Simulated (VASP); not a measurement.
Yb:

```xyz
1
Lattice="-2.0869 2.0869 2.0869 2.0869 -2.0869 2.0869 2.0869 2.0869 -2.0869" Properties=species:S:1:pos:R:3 pbc="T T T"
Yb    0.0000    0.0000    0.0000
```

Base run:

| Item | Value |
| --- | --- |
| Program | VASP 6.6.1 |
| Functional | BLYP |
| Potentials or basis | VASP PAW PBE potentials, release 64 (Yb) |
| Cutoff | 520 eV |
| k mesh | 12 × 12 × 12 |
| Occupations | fermi-dirac, width 0.1 eV |
| Spin | no spin polarisation |

Its results: band gap on the k mesh zero (band 12 reaches 2.42 eV, above the bottom of band 13 at 1.57 eV); pressure -1.2 GPa.

Question: The run is repeated on the same cell with these changes: k mesh from 12 × 12 × 12 to 17 × 17 × 17; further incar settings from ALGO = Normal; EDIFF = 1e-06; NBANDS = 18 to ALGO = Normal; EDIFF = 1e-07; NBANDS = 18. What comes out?

Answer: Band gap on the k mesh zero (band 12 reaches 2.30 eV, above the bottom of band 13 at 1.61 eV); pressure -0.1 GPa.

Caveats: the PAW data sets were made with another functional, which shifts forces and pressure a little; spin-orbit coupling is left out, which moves the levels of the heavy elements.
